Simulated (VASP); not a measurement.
# Bi2Se3 (R-3m) in VASP: a series of runs

Bi2Se3 is run at these levels: LDA; tasks: single point.

Program: VASP 6.6.1. These are calculated values, not measurements. Logs are shortened: lines on timing, memory, paths and dates and some standing lists are left out, and cuts for length are marked.

## 1. The cell of the first run

It takes space group R-3m (No. 166, trigonal). The conventional cell has a = 4.102 Å, b = 4.102 Å, c = 27.903 Å, α = 90.00°, β = 90.00°, γ = 120.00°. Within 3.7 Å of Bi (site symmetry 3m) lie 6 Se at 2.84 to 3.03 Å. Within 4.2 Å of Se (site symmetry -3m) lie 6 Bi at 3.03 Å and 12 Se at 4.10 to 4.20 Å. Se (site symmetry 3m) has 3 Bi at 2.84 Å and 3 Se at 3.35 Å within 3.7 Å.

## 2. Single point, LDA (27.10 Å³/atom)

INCAR reads:

```
PREC = Accurate
ENCUT = 520
EDIFF = 1E-6
ISMEAR = 0
SIGMA = 0.05
LREAL = F
LASPH = T
NELM = 80
ALGO = Normal
ISIF = 2
LWAVE = F
LCHARG = F
GGA = CA
NBANDS = 32
```

KPOINTS reads:

```
Automatic mesh
0
Gamma
  6 6 6
```

POSCAR reads:

```
Bi2Se3
1.0
    2.0508119278      1.1840368186      9.3010230269
   -2.0508119278      1.1840368186      9.3010230269
    0.0000000000     -2.3680736372      9.3010230269
Bi Se
2 3
Direct
    0.4012670174      0.4012670174      0.4012670174
    0.5987329826      0.5987329826      0.5987329826
    0.0000000000      0.0000000000      0.0000000000
    0.2092022294      0.2092022294      0.2092022294
    0.7907977706      0.7907977706      0.7907977706
```

Potentials or basis: VASP PAW LDA potentials, release 64 (Bi_d, Se).

Command:

```console
$ cat potpaw_LDA.64/Bi_d/POTCAR potpaw_LDA.64/Se/POTCAR > POTCAR
$ mpirun -np 1 vasp_std > vasp.out
```

OUTCAR:

```text
PREC = Accurate
   ENCUT = 520
   EDIFF = 1E-6
   ISMEAR = 0
   LREAL = F
   LASPH = T
   NELM = 80
   ISIF = 2
   GGA = CA

 ion  position               nearest neighbor table
   1  0.401  0.401  0.401-   5 2.84   5 2.84   5 2.84   3 3.03   3 3.03   3 3.03
   2  0.599  0.599  0.599-   4 2.84   4 2.84   4 2.84   3 3.03   3 3.03   3 3.03
   3  0.000  0.000  0.000-   2 3.03   2 3.03   1 3.03   1 3.03   2 3.03   1 3.03
   4  0.209  0.209  0.209-   2 2.84   2 2.84   2 2.84
   5  0.791  0.791  0.791-   1 2.84   1 2.84   1 2.84

  LATTYP: Found a trigonal (rhomboedric) cell.
 ALAT       =     9.5977498456
 COS(alpha) =     0.9086848551

  Lattice vectors:

 A1 = (   2.0508119278,   1.1840368186,   9.3010230269)
 A2 = (  -2.0508119278,   1.1840368186,   9.3010230269)
 A3 = (   0.0000000000,  -2.3680736372,   9.3010230269)

Analysis of symmetry for initial positions (statically):
=====================================================================
 Subroutine PRICEL returns:
 Original cell was already a primitive cell.

 Routine SETGRP: Setting up the symmetry group for a
 trigonal (rhombohedral) supercell.

 Subroutine GETGRP returns: Found 12 space group operations
 (whereof 12 operations were pure point group operations)
 out of a pool of 12 trial point group operations.

The static configuration has the point symmetry D_3d.

Analysis of symmetry for dynamics (positions and initial velocities):
=====================================================================
 Subroutine PRICEL returns:
 Original cell was already a primitive cell.

 Routine SETGRP: Setting up the symmetry group for a
 trigonal (rhombohedral) supercell.

 Subroutine GETGRP returns: Found 12 space group operations
 (whereof 12 operations were pure point group operations)
 out of a pool of 12 trial point group operations.

The dynamic configuration has the point symmetry D_3d.

 Subroutine INISYM returns: Found 12 space group operations
 (whereof 12 operations are pure point group operations),
 and found     1 'primitive' translations

----------------------------------------------------------------------------------------

                                     Primitive cell

  volume of cell :     135.5105

  direct lattice vectors                    reciprocal lattice vectors
     2.050811928  1.184036819  9.301023027     0.243805877  0.140761389  0.035838352
    -2.050811928  1.184036819  9.301023027    -0.243805877  0.140761389  0.035838352
     0.000000000 -2.368073637  9.301023027     0.000000000 -0.281522777  0.035838352

  length of vectors
     9.597749846  9.597749846  9.597749846     0.283794752  0.283794752  0.283794752

  position of ions in fractional coordinates (direct lattice)
     0.401267017  0.401267017  0.401267017
     0.598732983  0.598732983  0.598732983
     0.000000000  0.000000000  0.000000000
     0.209202229  0.209202229  0.209202229
     0.790797771  0.790797771  0.790797771

  ion indices of the primitive-cell ions
   primitive index   ion index
                 1           1
                 2           2
                 3           3
                 4           4
                 5           5

----------------------------------------------------------------------------------------

 KPOINTS: Automatic mesh

Automatic generation of k-mesh.
 Grid dimensions read from file:
 generate k-points for:    6    6    6

 Generating k-lattice:

  Cartesian coordinates                     Fractional coordinates (reciprocal lattice)
     0.040634313  0.023460231  0.005973059     0.166666667  0.000000000  0.000000000
    -0.040634313  0.023460231  0.005973059     0.000000000  0.166666667  0.000000000
     0.000000000 -0.046920463  0.005973059     0.000000000  0.000000000  0.166666667

  Length of vectors
     0.047299125  0.047299125  0.047299125

  Shift w.r.t. Gamma in fractional coordinates (k-lattice)
     0.000000000  0.000000000  0.000000000

 Subroutine IBZKPT returns following result:
 ===========================================

 Found     32 irreducible k-points:

 Following reciprocal coordinates:
            Coordinates               Weight
  0.000000  0.000000  0.000000      1.000000
  0.166667  0.000000  0.000000      6.000000
  0.333333  0.000000 -0.000000      6.000000
  0.500000  0.000000 -0.000000      3.000000
  0.166667  0.166667  0.000000      6.000000
  0.333333  0.166667 -0.000000     12.000000
[... 16 lines left out ...]
  0.500000  0.500000  0.166667      6.000000
 -0.333333  0.500000  0.166667     12.000000
 [... further k-points ...]
   k-points           NKPTS =     32   k-points in BZ     NKDIM =     32   number of bands    NBANDS=     32
   number of dos      NEDOS =    301   number of ions     NIONS =      5
   total plane-waves  NPLWV = 373248
   dimension x,y,z NGX =    72 NGY =   72 NGZ =   72
   dimension x,y,z NGXF=   144 NGYF=  144 NGZF=  144
   ions per type =               2   3
   NGX,Y,Z   is equivalent  to a cutoff of  12.47, 12.47, 12.47 a.u.
   NGXF,Y,Z  is equivalent  to a cutoff of  24.94, 24.94, 24.94 a.u.
 SYSTEM =  unknown system
   PREC   = accura    normal or accurate (medium, high low for compatibility)
   ISTART =      0    job   : 0-new  1-cont  2-samecut
   ICHARG =      2    charge: 1-file 2-atom 10-const
   ISPIN  =      1    spin polarized calculation?
   LNONCOLLINEAR =      F non collinear calculations
   LSORBIT =      F    spin-orbit coupling
   LASPH  =      T    aspherical Exc in radial PAW
   ENCUT  =  520.0 eV  38.22 Ry    6.18 a.u.  17.85 17.85 17.85*2*pi/ulx,y,z
   NELM   =     80;   NELMIN=  2; NELMDL= -5     # of ELM steps
   EDIFF  = 0.1E-05   stopping-criterion for ELM
   LREAL  =      F    real-space projection
   EDIFFG = 0.1E-04   stopping-criterion for IOM
   NSW    =      0    number of steps for IOM
   IBRION =     -1    ionic relax: 0-MD 1-quasi-New 2-CG
   NFREE  =      0    steps in history (QN), initial steepest desc. (CG)
   ISIF   =      2    stress and relaxation
   ISYM   =      2    0-nonsym 1-usesym 2-fastsym
   POTIM  = 0.5000    time-step for ionic-motion
   TEBEG  =    0.0;   TEEND  =   0.0 temperature during run
   PSTRESS=    0.0 pullay stress
   NELECT =      48.0000    total number of electrons
   NUPDOWN=      -1.0000    fix difference up-down
   EMIN   =  10.00;   EMAX   =-10.00  energy-range for DOS
   EFERMI =   0.00;   METHOD = LEGACY
   ISMEAR =     0;   SIGMA  =   0.05  broadening in eV -4-tet -1-fermi 0-gaus
   EFERMI_NEDOS =   21; number of points for ismear=-14 and -15
   IALGO  =     38    algorithm
   IMIX   =      4    mixing-type and parameters
     AMIX     =   0.40;   BMIX     =  1.00
     AMIX_MAG =   1.60;   BMIX_MAG =  1.00
  volume/ion in A,a.u.               =      27.10       182.89
  Fermi-wavevector in a.u.,A,eV,Ry     =   1.158326  2.188919 18.255205  1.341720
  Thomas-Fermi vector in A             =   2.294929
   LORBIT       =      0    0 simple, 1 ext, 2 COOP (PROOUT), +10 PAW based schemes
   GGA     = CA    functional components
   LHFCALC =     F    Hartree Fock is set to
   AEXX    =    0.0000 exact exchange contribution
   IVDW    =     0    specifies the selected vdW correction
   LEPSILON=     F    determine dielectric tensor
   LRPA    =     F    only Hartree local field effects (RPA)
 non-spin polarized calculation
 Gauss-broadening in eV      SIGMA  =   0.05
  energy-cutoff  :      520.00
  volume of cell :      135.51
 maximum number of plane-waves:      3679
   NGX = 35   NGY = 35   NGZ = 35

 number of electron      48.0000004 magnetization

 Free energy of the ion-electron system (eV)
  ---------------------------------------------------
  ext. energy  EPLUGINS =         0.00000000
  ---------------------------------------------------
  free energy    TOTEN  =       -23.43291211 eV

  energy without entropy =      -23.43267720  energy(sigma->0) =      -23.43279466

 E-fermi :   5.4939     XC(G=0): -10.0221

 val. band max:        5.4776015384   @ k =   0.0000   0.0000   0.0000
 cond. band min:       5.5101742892   @ k =   0.0000   0.0000   0.0000
 fundamental gap:      0.0325727508
 Fermi energy:         5.4938879142

 k-point     1 :       0.0000    0.0000    0.0000
  band No.  band energies     occupation
      1     -17.6828      2.00000
      2     -17.6828      2.00000
      3     -17.6803      2.00000
      4     -17.6803      2.00000
      5     -17.6638      2.00000
      6     -17.6607      2.00000
[... 24 lines left out ...]
     31      11.0953      0.00000
     32      12.1189      0.00000

 k-point     2 :       0.1667    0.0000    0.0000
  band No.  band energies     occupation
      1     -17.6878      2.00000
      2     -17.6843      2.00000
      3     -17.6763      2.00000
      4     -17.6739      2.00000
      5     -17.6609      2.00000
      6     -17.6579      2.00000
[... 24 lines left out ...]
     31      10.2537      0.00000
     32      11.2268      0.00000

 k-point     3 :       0.3333    0.0000   -0.0000
  band No.  band energies     occupation
      1     -17.7001      2.00000
      2     -17.6942      2.00000
      3     -17.6684      2.00000
      4     -17.6670      2.00000
      5     -17.6647      2.00000
      6     -17.6616      2.00000
[... 24 lines left out ...]
     31       9.9249      0.00000
     32      11.6751      0.00000

 k-point     4 :       0.5000    0.0000   -0.0000
  band No.  band energies     occupation
      1     -17.7069      2.00000
      2     -17.6996      2.00000
      3     -17.6701      2.00000
      4     -17.6678      2.00000
      5     -17.6644      2.00000
      6     -17.6625      2.00000
[... 654 lines left out ...]
     31       9.8321      0.00000
     32      12.2142      0.00000

 k-point    23 :       0.5000    0.5000    0.1667
  band No.  band energies     occupation
      1     -17.7000      2.00000
      2     -17.6943      2.00000
      3     -17.6685      2.00000
      4     -17.6670      2.00000
      5     -17.6647      2.00000
      6     -17.6617      2.00000
[... 24 lines left out ...]
     31       9.8129      0.00000
     32      11.4682      0.00000

 k-point    24 :      -0.3333    0.5000    0.1667
  band No.  band energies     occupation
      1     -17.6987      2.00000
      2     -17.6934      2.00000
      3     -17.6733      2.00000
      4     -17.6672      2.00000
      5     -17.6649      2.00000
      6     -17.6607      2.00000
[... 24 lines left out ...]
     31      10.4306      0.00000
     32      11.8016      0.00000

 [... further k-points ...]

------------------------ aborting loop because EDIFF is reached ----------------------------------------

  FORCE on cell =-STRESS in cart. coord.  units (eV):
  Direction    XX          YY          ZZ          XY          YZ          ZX
  --------------------------------------------------------------------------------------
  -------------------------------------------------------------------------------------
  Total        0.1683711      0.1683711      0.1144804      0.0000000      0.0000000      0.0000000
  in kB        1.9906969      1.9906969      1.3535329      0.0000000      0.0000000      0.0000000
  external PRESSURE =       1.7783089 kB  Pullay stress =       0.0000000 kB

 VOLUME and BASIS-vectors are now :
 -----------------------------------------------------------------------------
  energy-cutoff  :      520.00
  volume of cell :      135.51
      direct lattice vectors                 reciprocal lattice vectors
     2.050811928  1.184036819  9.301023027     0.243805877  0.140761389  0.035838352
    -2.050811928  1.184036819  9.301023027    -0.243805877  0.140761389  0.035838352
     0.000000000 -2.368073637  9.301023027     0.000000000 -0.281522777  0.035838352

 POSITION                                       TOTAL-FORCE (eV/Angst)
 -----------------------------------------------------------------------------------
      0.00000      0.00000     11.19658         0.000000     -0.000000     -0.008069
      0.00000      0.00000     16.70649         0.000000      0.000000      0.008069
      0.00000      0.00000      0.00000         0.000000     -0.000000      0.000000
      0.00000      0.00000      5.83738         0.000000     -0.000000     -0.025770
      0.00000      0.00000     22.06568         0.000000      0.000000      0.025770
 -----------------------------------------------------------------------------------
    total drift:                               -0.000000     -0.000000      0.000000

  FREE ENERGIE OF THE ION-ELECTRON SYSTEM (eV)
  ---------------------------------------------------
  free  energy   TOTEN  =       -23.4329121086 eV

  energy  without entropy=      -23.4326772030  energy(sigma->0) =      -23.43279466
```

It took 6.6 min on 1 thread of AMD EPYC 9R45 (Zen 5), shared host; peak memory 0.56 GiB.

Results:

* Free energy: -23.4329 eV
* Pressure: 0.2 GPa
* Largest force: 0.026 eV/Å
* Band gap on the k mesh: 0.03 eV

Forces in eV/Å, atoms in the order of the input:
```
Bi   0.000  0.000 -0.008
Bi   0.000  0.000  0.008
Se   0.000  0.000  0.000
Se   0.000  0.000 -0.026
Se   0.000  0.000  0.026
```

Caveat: spin-orbit coupling is left out, which moves the levels of the heavy elements. A k mesh can miss the band edges.

## 3. Single point, LDA (27.64 Å³/atom)

This run uses another cell than the first one, of 27.64 Å³/atom.

INCAR reads:

```
  PREC = Accurate
  ENCUT = 520
  EDIFF = 1E-6
  ISMEAR = 0
  SIGMA = 0.05
  LREAL = F
  LASPH = T
  NELM = 100
  ALGO = Normal
  ISIF = 2
  LWAVE = F
  LCHARG = T
  LELF = T
  LVHAR = T
  NBANDS = 32
```

KPOINTS reads:

```
regular mesh
0
Gamma
  6 6 6
```

POSCAR reads:

```
Bi2Se3
1.0
    2.0625715167      1.1908262204      9.3791726146
   -2.0625715167      1.1908262204      9.3791726146
    0.0000000000     -2.3816524408      9.3791726146
Bi Se
2 3
Direct
    0.4008154796      0.4008154796      0.4008154796
    0.5991845204      0.5991845204      0.5991845204
    0.0000000000      0.0000000000      0.0000000000
    0.2104019014      0.2104019014      0.2104019014
    0.7895980986      0.7895980986      0.7895980986
```

Potentials or basis: VASP PAW LDA potentials, release 64 (Bi_d, Se).

Command:

```console
$ cat potpaw_LDA.64/Bi_d/POTCAR potpaw_LDA.64/Se/POTCAR > POTCAR
$ mpirun -np 1 vasp_std > vasp.out
```

It took 6.3 min on 1 thread of AMD EPYC 9R45 (Zen 5), shared host; peak memory 0.5 GiB.

Results (log left out):

| Quantity | Value |
| --- | --- |
| Free energy | -23.4277 eV |
| Pressure | -0.7 GPa |
| Largest force | 0.029 eV/Å |
| Band gap on the k mesh | 0.01 eV |

Forces in eV/Å, atoms in the order of the input:
```
Bi   0.000  0.000 -0.017
Bi   0.000  0.000  0.017
Se   0.000  0.000  0.000
Se   0.000  0.000 -0.029
Se   0.000  0.000  0.029
```

Stress tensor (GPa, compression positive):
```
-0.71  0.00  0.00
 0.00 -0.71  0.00
 0.00  0.00 -0.60
```

Levels at points of the mesh, in eV from the valence-band top:
```csv
k point,band 20,band 21,band 22,band 23,band 24,band 25,band 26,band 27,band 28,band 29
"(0.00, 0.00, 0.00)",-1.98,-1.98,-1.29,-1.29,0.00,0.01,1.19,1.19,2.01,2.65
"(0.50, 0.00, 0.00)",-3.21,-3.18,-2.36,-1.29,-0.56,0.66,1.71,2.86,3.13,3.90
"(0.50, 0.50, 0.00)",-2.63,-2.06,-1.99,-1.82,-1.00,1.20,1.85,2.50,2.92,3.40
"(0.50, 0.50, 0.50)",-1.68,-1.65,-1.54,-1.54,-0.59,0.59,1.57,1.57,1.92,2.24
```

Caveat: spin-orbit coupling is left out, which moves the levels of the heavy elements. A k mesh can miss the band edges.
